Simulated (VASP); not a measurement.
Runs of VASP 6.6.1 on Zn. The structure is that of space group Fd-3m (No. 227), or close to it. The cells are those of the table. This isn't the form of Zn at room conditions, which is hcp.

```tsv
task	cell	k mesh	cutoff (eV)	gap on the mesh (eV)	pressure (GPa)
single point	a = 4.333 Å, angles 60.0°, 2 atoms	10 × 10 × 10	520	none	-1.0
single point	a = 4.223 Å, angles 60.0°, 2 atoms	10 × 10 × 10	520	none	0.1
single point	a = 4.223 Å, angles 60.0°, 2 atoms	15 × 15 × 15	520	none	0.1
single point	a = 4.279 Å, angles 60.0°, 2 atoms	10 × 10 × 10	520	none	(a)
relaxation of cell and atoms	relaxed from a = 3.873 Å, angles 60.0°, 2 atoms	10 × 10 × 10	600	none	0.0
single point	a = 4.047 Å, angles 60.0°, 2 atoms	10 × 10 × 10	520	none	3.6
single point	a = 4.386 Å, angles 60.0°, 2 atoms	10 × 10 × 10	520	none	-1.4
```

Alike in all rows: level RPBE; potentials or basis VASP PAW PBE potentials, release 64 (Zn); no spin polarisation; smearing fermi-dirac 0.1 eV.

Q: Fill in the values left out.

A: (a) -0.5.

Caveats: the PAW data sets were made with another functional, which shifts forces and pressure a little; the cell stands under pressure (at least some runs).

A gap of «none» marks levels without a gap at the run's occupations.
